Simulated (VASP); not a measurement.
# TiH6 (P6/mmm) in VASP: a series of runs

TiH6 is run at these levels: PBE; tasks: single point.

Program: VASP 6.6.1. These are calculated values, not measurements. Logs are shortened: lines on timing, memory, paths and dates and some standing lists are left out, and cuts for length are marked.

### Step 1. The cell of the first run

It takes space group P6/mmm (No. 191, hexagonal). The conventional cell has a = 3.733 Å, b = 3.733 Å, c = 2.777 Å, α = 90.00°, β = 90.00°, γ = 120.00°. Within 2.5 Å of Ti (site symmetry 6/mmm) lie 18 H at 1.87 to 2.33 Å. Within 1.9 Å of H (site symmetry mmm) lie 6 H at 1.39 to 1.87 Å and 2 Ti at 1.87 Å. H (site symmetry mmm) has 6 H at 1.39 to 1.87 Å within 1.9 Å.

The cell was built from a structure type or drawn by symmetry, and may not be a known phase.

### Step 2. Single point, PBE

Input file INCAR:

```
PREC     = Accurate       # precision mode
ENCUT    = 500            # plane-wave cutoff, eV
EDIFF    = 1E-6           # SCF threshold, eV
ISMEAR   = 0              # smearing method
SIGMA    = 0.1            # smearing width, eV
LREAL    = False          # projectors in reciprocal space
LASPH    = True           # aspherical terms in the spheres
NELM     = 120            # most SCF steps
ALGO     = Normal         # electronic algorithm
ISIF     = 2              # what is computed and relaxed
LWAVE    = False          # write WAVECAR
LCHARG   = False          # write CHGCAR
GGA      = PE             # functional
NBANDS   = 18             # bands
GGA_COMPAT= False
```

Input file KPOINTS:

```
Automatic mesh
0
Gamma
  6 6 4
```

Input file POSCAR:

```
TiH6
1.0
    3.7331906185      0.0000000000      0.0000000000
   -1.8665953092      3.2330379128      0.0000000000
    0.0000000000      0.0000000000      2.7769535170
Ti H
1 6
Direct
    0.0000000000      0.0000000000      0.5000000000
    0.5000000000      0.0000000000      0.5000000000
    0.0000000000      0.5000000000      0.5000000000
    0.5000000000      0.5000000000      0.5000000000
    0.5000000000      0.0000000000      0.0000000000
    0.0000000000      0.5000000000      0.0000000000
    0.5000000000      0.5000000000      0.0000000000
```

Potentials or basis: VASP PAW PBE potentials, release 64 (Ti_sv, H).

Command:

```console
> cat potpaw_PBE.64/Ti_sv/POTCAR potpaw_PBE.64/H/POTCAR > POTCAR
> mpirun -np 1 vasp_std > vasp.out
```

OUTCAR:

```text
PREC = Accurate
   ENCUT = 500
   EDIFF = 1E-6
   ISMEAR = 0
   LREAL = False
   LASPH = True
   NELM = 120
   ISIF = 2
   GGA = PE

 ion  position               nearest neighbor table
   1  0.000  0.000  0.500-   3 1.87   3 1.87   2 1.87   2 1.87   4 1.87   4 1.87
   2  0.500  0.000  0.500-   1 1.87   1 1.87
   3  0.000  0.500  0.500-   1 1.87   1 1.87
   4  0.500  0.500  0.500-   1 1.87   1 1.87
   5  0.500  0.000  0.000-
   6  0.000  0.500  0.000-
   7  0.500  0.500  0.000-

  LATTYP: Found a hexagonal cell.
 ALAT       =     3.7331906185
 C/A-ratio  =     0.7438552704

  Lattice vectors:

 A1 = (   3.7331906185,   0.0000000000,   0.0000000000)
 A2 = (  -1.8665953092,   3.2330379128,   0.0000000000)
 A3 = (   0.0000000000,   0.0000000000,   2.7769535170)

Analysis of symmetry for initial positions (statically):
=====================================================================
 Subroutine PRICEL returns:
 Original cell was already a primitive cell.

 Routine SETGRP: Setting up the symmetry group for a
 hexagonal supercell.

 Subroutine GETGRP returns: Found 24 space group operations
 (whereof 24 operations were pure point group operations)
 out of a pool of 24 trial point group operations.

The static configuration has the point symmetry D_6h.

Analysis of symmetry for dynamics (positions and initial velocities):
=====================================================================
 Subroutine PRICEL returns:
 Original cell was already a primitive cell.

 Routine SETGRP: Setting up the symmetry group for a
 hexagonal supercell.

 Subroutine GETGRP returns: Found 24 space group operations
 (whereof 24 operations were pure point group operations)
 out of a pool of 24 trial point group operations.

The dynamic configuration has the point symmetry D_6h.

 Subroutine INISYM returns: Found 24 space group operations
 (whereof 24 operations are pure point group operations),
 and found     1 'primitive' translations

----------------------------------------------------------------------------------------

                                     Primitive cell

  volume of cell :      33.5166

  direct lattice vectors                    reciprocal lattice vectors
     3.733190619  0.000000000  0.000000000     0.267867383  0.154653305  0.000000000
    -1.866595309  3.233037913  0.000000000     0.000000000  0.309306611  0.000000000
     0.000000000  0.000000000  2.776953517     0.000000000  0.000000000  0.360106856

  length of vectors
     3.733190619  3.733190618  2.776953517     0.309306611  0.309306611  0.360106856

  position of ions in fractional coordinates (direct lattice)
     0.000000000  0.000000000  0.500000000
     0.500000000  0.000000000  0.500000000
     0.000000000  0.500000000  0.500000000
     0.500000000  0.500000000  0.500000000
     0.500000000  0.000000000  0.000000000
     0.000000000  0.500000000  0.000000000
     0.500000000  0.500000000  0.000000000

  ion indices of the primitive-cell ions
   primitive index   ion index
                 1           1
                 2           2
                 3           3
                 4           4
                 5           5
                 6           6
                 7           7

----------------------------------------------------------------------------------------

 KPOINTS: Automatic mesh

Automatic generation of k-mesh.
 Grid dimensions read from file:
 generate k-points for:    6    6    4

 Generating k-lattice:

  Cartesian coordinates                     Fractional coordinates (reciprocal lattice)
     0.044644564  0.025775551  0.000000000     0.166666667  0.000000000  0.000000000
     0.000000000  0.051551102  0.000000000     0.000000000  0.166666667  0.000000000
     0.000000000  0.000000000  0.090026714     0.000000000  0.000000000  0.250000000

  Length of vectors
     0.051551102  0.051551102  0.090026714

  Shift w.r.t. Gamma in fractional coordinates (k-lattice)
     0.000000000  0.000000000  0.000000000

 Subroutine IBZKPT returns following result:
 ===========================================

 Found     21 irreducible k-points:

 Following reciprocal coordinates:
            Coordinates               Weight
  0.000000  0.000000  0.000000      1.000000
  0.166667  0.000000  0.000000      6.000000
  0.333333  0.000000  0.000000      6.000000
  0.500000  0.000000  0.000000      3.000000
  0.166667  0.166667  0.000000      6.000000
  0.333333  0.166667  0.000000     12.000000
[... 13 lines left out ...]
  0.333333  0.166667  0.500000     12.000000
  0.333333  0.333333  0.500000      2.000000
   k-points           NKPTS =     21   k-points in BZ     NKDIM =     21   number of bands    NBANDS=     18
   number of dos      NEDOS =    301   number of ions     NIONS =      7
   total plane-waves  NPLWV =  15680
   dimension x,y,z NGX =    28 NGY =   28 NGZ =   20
   dimension x,y,z NGXF=    56 NGYF=   56 NGZF=   40
   ions per type =               1   6
   NGX,Y,Z   is equivalent  to a cutoff of  12.47, 12.47, 11.97 a.u.
   NGXF,Y,Z  is equivalent  to a cutoff of  24.94, 24.94, 23.95 a.u.
 SYSTEM =  unknown system
   PREC   = accura    normal or accurate (medium, high low for compatibility)
   ISTART =      0    job   : 0-new  1-cont  2-samecut
   ICHARG =      2    charge: 1-file 2-atom 10-const
   ISPIN  =      1    spin polarized calculation?
   LNONCOLLINEAR =      F non collinear calculations
   LSORBIT =      F    spin-orbit coupling
   LASPH  =      T    aspherical Exc in radial PAW
   ENCUT  =  500.0 eV  36.75 Ry    6.06 a.u.   6.81  6.81  5.06*2*pi/ulx,y,z
   NELM   =    120;   NELMIN=  2; NELMDL= -5     # of ELM steps
   EDIFF  = 0.1E-05   stopping-criterion for ELM
   LREAL  =      F    real-space projection
   EDIFFG = 0.1E-04   stopping-criterion for IOM
   NSW    =      0    number of steps for IOM
   IBRION =     -1    ionic relax: 0-MD 1-quasi-New 2-CG
   NFREE  =      0    steps in history (QN), initial steepest desc. (CG)
   ISIF   =      2    stress and relaxation
   ISYM   =      2    0-nonsym 1-usesym 2-fastsym
   POTIM  = 0.5000    time-step for ionic-motion
   TEBEG  =    0.0;   TEEND  =   0.0 temperature during run
   PSTRESS=    0.0 pullay stress
   NELECT =      18.0000    total number of electrons
   NUPDOWN=      -1.0000    fix difference up-down
   EMIN   =  10.00;   EMAX   =-10.00  energy-range for DOS
   EFERMI =   0.00;   METHOD = LEGACY
   ISMEAR =     0;   SIGMA  =   0.10  broadening in eV -4-tet -1-fermi 0-gaus
   EFERMI_NEDOS =   21; number of points for ismear=-14 and -15
   IALGO  =     38    algorithm
   IMIX   =      4    mixing-type and parameters
     AMIX     =   0.40;   BMIX     =  1.00
     AMIX_MAG =   1.60;   BMIX_MAG =  1.00
  volume/ion in A,a.u.               =       4.79        32.31
  Fermi-wavevector in a.u.,A,eV,Ry     =   1.330697  2.514652 24.092574  1.770754
  Thomas-Fermi vector in A             =   2.459764
   LORBIT       =      0    0 simple, 1 ext, 2 COOP (PROOUT), +10 PAW based schemes
   GGA     = PE    functional components
   LHFCALC =     F    Hartree Fock is set to
   AEXX    =    0.0000 exact exchange contribution
   IVDW    =     0    specifies the selected vdW correction
   LEPSILON=     F    determine dielectric tensor
   LRPA    =     F    only Hartree local field effects (RPA)
 non-spin polarized calculation
 Gauss-broadening in eV      SIGMA  =   0.10
  energy-cutoff  :      500.00
  volume of cell :       33.52
 maximum number of plane-waves:       870
 NGX is ok and might be reduce to    28
   NGX = 13   NGY = 13   NGZ = 11

 number of electron      17.9999999 magnetization

 Free energy of the ion-electron system (eV)
  ---------------------------------------------------
  ext. energy  EPLUGINS =         0.00000000
  ---------------------------------------------------
  free energy    TOTEN  =       -25.44571277 eV

  energy without entropy =      -25.44058197  energy(sigma->0) =      -25.44314737

 E-fermi :   5.8305     XC(G=0): -11.3608

 val. band max:        5.7750259034   @ k =   0.1667   0.1667   0.2500
 cond. band min:       5.9661429888   @ k =   0.1667   0.0000   0.2500
 fundamental gap:      0.1911170854
 Fermi energy:         5.8304795584

 k-point     1 :       0.0000    0.0000    0.0000
  band No.  band energies     occupation
      1     -51.4614      2.00000
      2     -27.8218      2.00000
      3     -27.8218      2.00000
      4     -27.2532      2.00000
      5      -7.1651      2.00000
      6       0.0865      2.00000
[... 10 lines left out ...]
     17      15.7009      0.00000
     18      16.9418      0.00000

 k-point     2 :       0.1667    0.0000    0.0000
  band No.  band energies     occupation
      1     -51.4600      2.00000
      2     -27.8443      2.00000
      3     -27.8277      2.00000
      4     -27.2522      2.00000
      5      -6.7657      2.00000
      6      -0.6061      2.00000
[... 10 lines left out ...]
     17      16.1587      0.00000
     18      16.3318      0.00000

 k-point     3 :       0.3333    0.0000    0.0000
  band No.  band energies     occupation
      1     -51.4572      2.00000
      2     -27.8890      2.00000
      3     -27.8397      2.00000
      4     -27.2503      2.00000
      5      -5.6612      2.00000
      6      -2.1421      2.00000
[... 10 lines left out ...]
     17      16.0777      0.00000
     18      16.4323      0.00000

 k-point     4 :       0.5000    0.0000    0.0000
  band No.  band energies     occupation
      1     -51.4559      2.00000
      2     -27.9112      2.00000
      3     -27.8456      2.00000
      4     -27.2493      2.00000
      5      -4.4190      2.00000
      6      -3.5490      2.00000
[... 312 lines left out ...]
      4     -27.7779      2.00000
      5      -1.6924      2.00000
      6      -1.6232      2.00000
[... 10 lines left out ...]
     17      17.9957      0.00000
     18      18.6491      0.00000

 k-point    20 :       0.3333    0.1667    0.5000
  band No.  band energies     occupation
      1     -51.3885      2.00000
      2     -27.8273      2.00000
      3     -27.7913      2.00000
      4     -27.7765      2.00000
      5      -1.0209      2.00000
      6      -0.3700      2.00000
[... 10 lines left out ...]
     17      18.1692      0.00000
     18      20.7191      0.00000

 k-point    21 :       0.3333    0.3333    0.5000
  band No.  band energies     occupation
      1     -51.3879      2.00000
      2     -27.8152      2.00000
      3     -27.8152      2.00000
      4     -27.7749      2.00000
      5      -0.0955      2.00000
      6      -0.0955      2.00000
[... 10 lines left out ...]
     17      18.3681      0.00000
     18      21.3794      0.00000

------------------------ aborting loop because EDIFF is reached ----------------------------------------

  FORCE on cell =-STRESS in cart. coord.  units (eV):
  Direction    XX          YY          ZZ          XY          YZ          ZX
  --------------------------------------------------------------------------------------
  -------------------------------------------------------------------------------------
  Total       -0.0343619     -0.0343619     -0.0837535     -0.0000000      0.0000000      0.0000000
  in kB       -1.6425881     -1.6425881     -4.0036296     -0.0000000      0.0000000      0.0000000
  external PRESSURE =      -2.4296019 kB  Pullay stress =       0.0000000 kB

 VOLUME and BASIS-vectors are now :
 -----------------------------------------------------------------------------
  energy-cutoff  :      500.00
  volume of cell :       33.52
      direct lattice vectors                 reciprocal lattice vectors
     3.733190619  0.000000000  0.000000000     0.267867383  0.154653305  0.000000000
    -1.866595309  3.233037913  0.000000000     0.000000000  0.309306611  0.000000000
     0.000000000  0.000000000  2.776953517     0.000000000  0.000000000  0.360106856

 POSITION                                       TOTAL-FORCE (eV/Angst)
 -----------------------------------------------------------------------------------
      0.00000      0.00000      1.38848        -0.000000      0.000000      0.000000
      1.86660      0.00000      1.38848         0.000000      0.000000      0.000000
     -0.93330      1.61652      1.38848        -0.000000      0.000000      0.000000
      0.93330      1.61652      1.38848        -0.000000      0.000000      0.000000
      1.86660      0.00000      0.00000         0.000000      0.000000      0.000000
     -0.93330      1.61652      0.00000         0.000000      0.000000      0.000000
      0.93330      1.61652      0.00000         0.000000      0.000000      0.000000
 -----------------------------------------------------------------------------------
    total drift:                               -0.000000     -0.000000      0.000000

  FREE ENERGIE OF THE ION-ELECTRON SYSTEM (eV)
  ---------------------------------------------------
  free  energy   TOTEN  =       -25.4457127706 eV

  energy  without entropy=      -25.4405819686  energy(sigma->0) =      -25.44314737
```

Run time: 14 s. Hardware: 1 thread of Intel Xeon Platinum 8488C (Sapphire Rapids), shared host; peak memory 0.13 GiB.

What came out:

```
Free energy            : -25.4457 eV
Pressure               : -0.2 GPa
Band gap on the k mesh : zero (bands 9 and 10 overlap by 3.63 eV)
```

Stress tensor (GPa, compression positive):
```
-0.16  0.00  0.00
 0.00 -0.16  0.00
 0.00  0.00 -0.40
```

Levels at points of the mesh, in eV from the Fermi level:
```
           k point  band 7  band 8  band 9  band 10  band 11  band 12
(0.00, 0.00, 0.00)   -5.74   -2.36    2.11     2.11     4.13     4.13
(0.50, 0.00, 0.00)   -4.53   -1.94    0.66     0.83     1.57     1.99
(0.00, 0.00, 0.50)   -3.11   -3.11   -0.38    -0.38     0.72     0.72
(0.50, 0.00, 0.50)   -5.67   -4.03   -2.44    -0.16     1.06     1.50
```

Caveat: the k points lie up to 0.57 Å⁻¹ apart, too coarse for converged energies and pressures of a metal.

### Step 3. Single point, PBE

This run uses another cell than the first one, of 4.82 Å³/atom.

Input file INCAR:

```
PREC = Accurate ; ENCUT = 500
EDIFF = 1E-6 ; ISMEAR = 0
SIGMA = 0.1 ; LREAL = False
LASPH = True ; NELM = 120
ALGO = Normal ; ISIF = 2
LWAVE = False ; LCHARG = False
GGA = PE ; NBANDS = 18
GGA_COMPAT = False
```

Input file KPOINTS:

```
Automatic mesh
0
Gamma
  6 6 6
```

POSCAR: that of step 2 with these lines changed.

```diff
@@ -2,5 +2,5 @@
 1.0
-    3.7331906185      0.0000000000      0.0000000000
-   -1.8665953092      3.2330379128      0.0000000000
-    0.0000000000      0.0000000000      2.7769535170
+    3.8032945581      0.0000000000      0.0000000000
+   -1.9016472790      3.2937497054      0.0000000000
+    0.0000000000      0.0000000000      2.6935094080
 Ti H
```

Potentials or basis: VASP PAW PBE potentials, release 64 (Ti_sv, H).

Command:

```console
> cat potpaw_PBE.64/Ti_sv/POTCAR potpaw_PBE.64/H/POTCAR > POTCAR
> mpirun -np 1 vasp_std > vasp.out
```

Wall time 19 s (1 thread of Intel Xeon Platinum 8488C (Sapphire Rapids), shared host); peak memory 0.14 GiB.

It converged, with:

```yaml
Free_energy: -25.3753 eV
Pressure: -0.5 GPa
Band_gap_on_the_k_mesh: zero (bands 9 and 10 overlap by 4.03 eV)
```

Stress tensor (GPa, compression positive):
```
-0.34  0.00  0.00
 0.00 -0.34  0.00
 0.00  0.00 -0.69
```

Levels at points of the mesh, in eV from the Fermi level:
| k point | band 5 | band 6 | band 7 | band 8 | band 9 | band 10 | band 11 | band 12 | band 13 | band 14 |
| --- | --- | --- | --- | --- | --- | --- | --- | --- | --- | --- |
| (0.00, 0.00, 0.00) | -13.26 | -6.29 | -6.29 | -2.20 | 2.28 | 2.28 | 3.85 | 3.85 | 4.14 | 5.67 |
| (0.50, 0.00, 0.00) | -10.67 | -9.78 | -5.27 | -2.00 | 0.48 | 0.56 | 1.84 | 2.18 | 5.46 | 5.57 |
| (0.00, 0.00, 0.50) | -8.68 | -7.93 | -3.19 | -3.19 | -0.62 | -0.62 | 0.23 | 0.23 | 4.50 | 6.24 |
| (0.50, 0.00, 0.50) | -7.03 | -5.82 | -5.69 | -4.16 | -2.72 | -0.57 | 1.00 | 1.43 | 2.99 | 3.43 |

Caveat: the k points lie up to 0.39 Å⁻¹ apart, too coarse for converged energies and pressures of a metal.
